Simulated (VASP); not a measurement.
The system is TaWC2.

```
W Ta C
1.0
     1.57186    0.90751    5.10162
    -1.57186    0.90751    5.10162
     0.00000   -1.81502    5.10162
W Ta C
1 1 2
Direct
  0.00000 0.00000 0.00000
  0.50000 0.50000 0.50000
  0.25093 0.25093 0.25093
  0.74907 0.74907 0.74907
```

Base run:

```yaml
Program: VASP 6.6.1
Functional: LDA
Potentials_or_basis: VASP PAW LDA potentials, release 64 (W_sv, Ta_pv, C)
Cutoff: 520 eV
k_mesh: 10 × 10 × 10
Occupations: fermi-dirac, width 0.05 eV
Spin: no spin polarisation
Hubbard_terms: Ta d U = 4.0 eV, W d U = 4.0 eV
```

Its results: band gap on the k mesh zero (an odd number of electrons rules out a gap without spin polarisation); pressure -5.5 GPa; largest force 0.087 eV/Å.

Question: The run is repeated on the same cell with these changes: hubbard terms from Ta d U = 4.0 eV, W d U = 4.0 eV to none. What comes out?

Answer: Band gap on the k mesh zero (an odd number of electrons rules out a gap without spin polarisation); pressure -14.9 GPa; largest force 0.083 eV/Å.

Caveats: the cell stands under tension; spin-orbit coupling is left out, which moves the levels of the heavy elements; U without spin polarisation on a metal has little footing (at least some runs); the U is typed as a test and isn't derived for this compound (at least some runs).
